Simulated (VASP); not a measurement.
Runs of VASP 6.6.1 on CdTe. The structure is that of space group Cmcm (No. 63), or close to it. The cells are those of the table. 

```tsv
task	cell	k mesh for the DOS	occupations for the DOS	gap on the mesh (eV)	pressure (GPa)	largest force (eV/Å)
electric field gradients	a = 4.267, b = 4.267, c = 5.966 Å, angles 90.0, 90.0, 90.5°, 4 atoms	-	-	none	(a)	0.08
electric field gradients	a = 4.356, b = 4.356, c = 6.091 Å, angles 90.0, 90.0, 90.5°, 4 atoms	-	-	none	-0.1	0.04
electric field gradients	a = 4.413, b = 4.413, c = 6.171 Å, angles 90.0, 90.0, 90.5°, 4 atoms	-	-	none	-1.7	0.07
electric field gradients	a = 4.327, b = 4.327, c = 6.050 Å, angles 90.0, 90.0, 90.5°, 4 atoms	-	-	none	0.9	0.05
single point	a = 4.297, b = 4.297, c = 6.008 Å, angles 90.0, 90.0, 90.5°, 4 atoms	-	-	none	2.0	0.06
single point	a = 4.341, b = 4.341, c = 6.070 Å, angles 90.0, 90.0, 90.5°, 4 atoms	-	-	none	0.4	0.05
single point	a = 4.385, b = 4.385, c = 6.131 Å, angles 90.0, 90.0, 90.5°, 4 atoms	-	-	none	(b)	0.05
```

Alike in all rows: level PBE; potentials or basis VASP PAW PBE potentials, release 64 (Cd, Te); no spin polarisation; k mesh 9 × 9 × 6; cutoff (eV) 520; smearing fermi-dirac 0.05 eV.

Q: Estimate the missing entries.

A: (a) 3.2; (b) -1.0.

Caveats: spin-orbit coupling is left out, which moves the levels of the heavy elements.

A k mesh can miss the band edges, and the runs leave out spin-orbit coupling on Cd, Te.

A gap of «none» marks levels without a gap at the run's occupations.
